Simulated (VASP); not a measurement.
# Zn2Ga2O3 (P3m1) in VASP: notebook, part 2 of 2

VASP 6.6.1.

### 3 Single point, PBE, collinear spin, ferromagnetic start

Input file INCAR:

```
ALGO = Normal
EDIFF = 1E-6
ENCUT = 520
GGA = PE
ISIF = 2
ISMEAR = 0
ISPIN = 2
LASPH = T
LCHARG = F
LORBIT = 11
LREAL = F
LWAVE = F
MAGMOM = 0 0 0 0 1 1 1
NBANDS = 47
NELM = 150
PREC = Accurate
SIGMA = 0.1
```

Input file KPOINTS:

```
k-points
0
Gamma
  6 6 2
```

Input file POSCAR:

```
Zn2Ga2O3
1.0
    3.0319722976      0.0000000000      0.0000000000
   -1.5159861488      2.6257650333      0.0000000000
    0.0000000000      0.0000000000     13.3072229523
Zn Ga O
2 2 3
Direct
    0.0000000000      0.0000000000      0.6380535480
    0.6666666667      0.3333333333      0.8071655014
    0.0000000000      0.0000000000      0.3198881480
    0.6666666667      0.3333333333      0.0881327932
    0.0000000000      0.0000000000      0.1826072916
    0.6666666667      0.3333333333      0.3716761651
    0.3333333333      0.6666666667      0.0274765527
```

Potentials or basis: VASP PAW PBE potentials, release 64 (Zn, Ga_d, O).

On the command line:

```sh
> cat potpaw_PBE.64/Zn/POTCAR potpaw_PBE.64/Ga_d/POTCAR potpaw_PBE.64/O/POTCAR > POTCAR
> mpirun -np 1 vasp_std > vasp.out
```

OUTCAR:

```text
EDIFF = 1E-6
   ENCUT = 520
   GGA = PE
   ISIF = 2
   ISMEAR = 0
   ISPIN = 2
   LASPH = T
   LORBIT = 11
   LREAL = F
   NELM = 150
   PREC = Accurate

 ion  position               nearest neighbor table
   1  0.000  0.000  0.638-   2 2.85   2 2.85   2 2.85
   2  0.667  0.333  0.807-   1 2.85   1 2.85   1 2.85
   3  0.000  0.000  0.320-   5 1.83   6 1.88   6 1.88   6 1.88
   4  0.667  0.333  0.088-   7 1.93   7 1.93   7 1.93   5 2.16   5 2.16   5 2.16
   5  0.000  0.000  0.183-   3 1.83   4 2.16   4 2.16   4 2.16
   6  0.667  0.333  0.372-   3 1.88   3 1.88   3 1.88
   7  0.333  0.667  0.027-   4 1.93   4 1.93   4 1.93

  LATTYP: Found a hexagonal cell.
 ALAT       =     3.0319722976
 C/A-ratio  =     4.3889658764

  Lattice vectors:

 A1 = (   3.0319722976,   0.0000000000,   0.0000000000)
 A2 = (  -1.5159861488,   2.6257650333,   0.0000000000)
 A3 = (   0.0000000000,   0.0000000000,  13.3072229523)

Analysis of symmetry for initial positions (statically):
=====================================================================
 Subroutine PRICEL returns:
 Original cell was already a primitive cell.

 Routine SETGRP: Setting up the symmetry group for a
 hexagonal supercell.

 Subroutine GETGRP returns: Found  6 space group operations
 (whereof  6 operations were pure point group operations)
 out of a pool of 24 trial point group operations.

The static configuration has the point symmetry C_3v.

Analysis of symmetry for dynamics (positions and initial velocities):
=====================================================================
 Subroutine PRICEL returns:
 Original cell was already a primitive cell.

 Routine SETGRP: Setting up the symmetry group for a
 hexagonal supercell.

 Subroutine GETGRP returns: Found  6 space group operations
 (whereof  6 operations were pure point group operations)
[... 174 lines left out ...]
  band No.  band energies     occupation
      1     -18.7478      1.00000
      2     -17.4887      1.00000
      3     -16.0243      1.00000
      4     -13.1247      1.00000
      5     -13.1247      1.00000
      6     -12.6867      1.00000
[... 675 lines left out ...]
     45      11.5103      0.00000
     46      11.8187      0.00000
 Fermi energy:         3.4469484651

 spin component 2

 k-point     1 :       0.0000    0.0000    0.0000
  band No.  band energies     occupation
      1     -18.7426      1.00000
      2     -17.4859      1.00000
      3     -16.0211      1.00000
      4     -13.1238      1.00000
      5     -13.1238      1.00000
      6     -12.6860      1.00000
[... 675 lines left out ...]
     45      11.5392      0.00000
     46      11.8666      0.00000
 [bands above 46 left out]

------------------------ aborting loop because EDIFF is reached ----------------------------------------

  FORCE on cell =-STRESS in cart. coord.  units (eV):
  Direction    XX          YY          ZZ          XY          YZ          ZX
  --------------------------------------------------------------------------------------
  -------------------------------------------------------------------------------------
  Total        0.4992408      0.4992408      1.1271987      0.0000000      0.0000000      0.0000000
  in kB        7.5500907      7.5500907     17.0467877      0.0000000      0.0000000      0.0000000
  external PRESSURE =      10.7156563 kB  Pullay stress =       0.0000000 kB

 VOLUME and BASIS-vectors are now :
 -----------------------------------------------------------------------------
  energy-cutoff  :      520.00
  volume of cell :      105.94
      direct lattice vectors                 reciprocal lattice vectors
     3.031972298  0.000000000  0.000000000     0.329818317  0.190420694  0.000000000
    -1.515986149  2.625765033  0.000000000     0.000000000  0.380841388  0.000000000
     0.000000000  0.000000000 13.307222952     0.000000000  0.000000000  0.075147159

 POSITION                                       TOTAL-FORCE (eV/Angst)
 -----------------------------------------------------------------------------------
      0.00000      0.00000      8.49072         0.000000     -0.000000     -0.266719
      1.51599      0.87526     10.74113         0.000000     -0.000000      0.285365
      0.00000      0.00000      4.25682        -0.000000     -0.000000      0.049945
      1.51599      0.87526      1.17280        -0.000000     -0.000000      0.098793
      0.00000      0.00000      2.43000        -0.000000     -0.000000     -0.138341
      1.51599      0.87526      4.94598        -0.000000      0.000000      0.100429
     -0.00000      1.75051      0.36564         0.000000     -0.000000     -0.129472
 -----------------------------------------------------------------------------------
    total drift:                                0.000000     -0.000000      0.001078

  FREE ENERGIE OF THE ION-ELECTRON SYSTEM (eV)
  ---------------------------------------------------
  free  energy   TOTEN  =       -30.4689312951 eV

  energy  without entropy=      -30.4517200686  energy(sigma->0) =      -30.46032568

 total charge

# of ion       s       p       d       tot
------------------------------------------
    1        0.659   0.231   9.726  10.616
    2        0.661   0.218   9.729  10.608
    3        0.760   0.845  10.252  11.857
    4        0.684   0.705  10.218  11.607
    5        1.567   3.465   0.000   5.032
    6        1.571   3.481   0.000   5.052
    7        1.564   3.470   0.000   5.034
--------------------------------------------------
tot          7.467  12.414  39.925  59.805

 magnetization (x)

# of ion       s       p       d       tot
------------------------------------------
    1        0.015   0.010   0.001   0.026
    2        0.018   0.009   0.001   0.027
    3        0.002   0.000   0.000   0.002
    4        0.000   0.000   0.000   0.001
    5        0.000   0.001   0.000   0.001
    6        0.001   0.002   0.000   0.003
    7        0.000   0.002   0.000   0.002
--------------------------------------------------
tot          0.036   0.025   0.001   0.062
```

OSZICAR:

```text
N       E                     dE             d eps       ncg     rms          rms(c)
DAV:   1     0.745899351099E+03    0.74590E+03   -0.31026E+04  2875   0.233E+03
DAV:   2     0.106966097813E+03   -0.63893E+03   -0.58505E+03  2687   0.627E+02
DAV:   3    -0.261124252236E+02   -0.13308E+03   -0.13007E+03  2956   0.209E+02
DAV:   4    -0.349937373220E+02   -0.88813E+01   -0.87676E+01  3308   0.573E+01
DAV:   5    -0.351738883684E+02   -0.18015E+00   -0.17990E+00  2981   0.774E+00    0.162E+01
DAV:   6    -0.300063938795E+02    0.51675E+01   -0.24589E+01  4050   0.425E+01    0.591E+00
DAV:   7    -0.302687339526E+02   -0.26234E+00   -0.31490E+00  3009   0.136E+01    0.397E+00
DAV:   8    -0.303798021294E+02   -0.11107E+00   -0.72660E-01  3661   0.898E+00    0.167E+00
DAV:   9    -0.304449756612E+02   -0.65174E-01   -0.17572E-01  3217   0.366E+00    0.826E-01
DAV:  10    -0.304596868620E+02   -0.14711E-01   -0.56770E-02  3676   0.168E+00    0.386E-01
DAV:  11    -0.304661444069E+02   -0.64575E-02   -0.12111E-02  3042   0.758E-01    0.211E-01
DAV:  12    -0.304686152360E+02   -0.24708E-02   -0.27817E-03  3157   0.442E-01    0.759E-02
DAV:  13    -0.304689011117E+02   -0.28588E-03   -0.49417E-04  3100   0.240E-01    0.374E-02
DAV:  14    -0.304689239159E+02   -0.22804E-04   -0.10615E-04  3491   0.974E-02    0.167E-02
DAV:  15    -0.304689295399E+02   -0.56240E-05   -0.22890E-05  3221   0.439E-02    0.811E-03
DAV:  16    -0.304689311573E+02   -0.16174E-05   -0.56033E-06  3175   0.198E-02    0.384E-03
DAV:  17    -0.304689312951E+02   -0.13786E-06   -0.64213E-07  1891   0.766E-03
   1 F= -.30468931E+02 E0= -.30460326E+02  d E =-.172112E-01  mag=     0.1377
```

stdout:

```text
POSCAR found type information on POSCAR ZnGaO
 POSCAR found :  3 types and       7 ions
 scaLAPACK will be used
 LDA part: xc-table for (Slater+PW92), standard interpolation
 POSCAR, INCAR and KPOINTS ok, starting setup
 FFT: planning ... GRIDC
 FFT: planning ... GRID_SOFT
 FFT: planning ... GRID
 WAVECAR not read
 entering main loop
```

Run time: 2.3 min. Hardware: 1 thread of Intel Xeon Platinum 8488C (Sapphire Rapids), shared host; peak memory 0.32 GiB.

Results:

| Item | Value |
| --- | --- |
| Free energy | -30.4689 eV |
| Pressure | 1.1 GPa |
| Largest force | 0.285 eV/Å |
| Net moment | 0.14 μB per cell |
| Site moments | Zn +0.03; Ga +0.00; O +0.00 μB |
| Valence electrons inside the program's atomic spheres | Zn 10.62, 10.61; Ga 11.86, 11.61; O 5.03, 5.05 (each value once) |

Forces in eV/Å, atoms in the order of the input:
```
Zn   0.000  0.000 -0.267
Zn   0.000  0.000  0.285
Ga   0.000  0.000  0.050
Ga   0.000  0.000  0.099
O    0.000  0.000 -0.138
O    0.000  0.000  0.100
O    0.000  0.000 -0.129
```

Levels at points of the mesh, in eV from the Fermi level:
Spin up:
```tsv
k point	band 31	band 32	band 33	band 34	band 35	band 36	band 37	band 38
(0.00, 0.00, 0.00)	-3.38	-3.19	-3.09	-3.09	-1.27	0.47	1.83	4.31
(0.50, 0.00, 0.00)	-3.21	-3.10	-2.22	-1.87	0.94	1.17	2.19	3.35
(0.00, 0.00, 0.50)	-3.38	-3.38	-3.09	-3.09	-0.81	-0.05	2.14	4.12
(0.50, 0.00, 0.50)	-3.20	-3.10	-2.21	-1.88	0.90	1.19	2.27	3.27
```
Spin down:
```csv
k point,band 30,band 31,band 32,band 33,band 34,band 35,band 36,band 37,band 38,band 39
"(0.00, 0.00, 0.00)",-3.38,-3.38,-3.16,-3.09,-3.09,-1.25,0.53,1.85,4.32,5.74
"(0.50, 0.00, 0.00)",-4.88,-3.20,-3.10,-2.18,-1.82,1.03,1.27,2.20,3.35,4.53
"(0.00, 0.00, 0.50)",-3.57,-3.38,-3.38,-3.09,-3.09,-0.80,0.02,2.15,4.13,5.92
"(0.50, 0.00, 0.50)",-4.88,-3.20,-3.10,-2.17,-1.83,0.99,1.29,2.28,3.28,4.43
```

Caveat: the k points lie up to 0.40 Å⁻¹ apart.
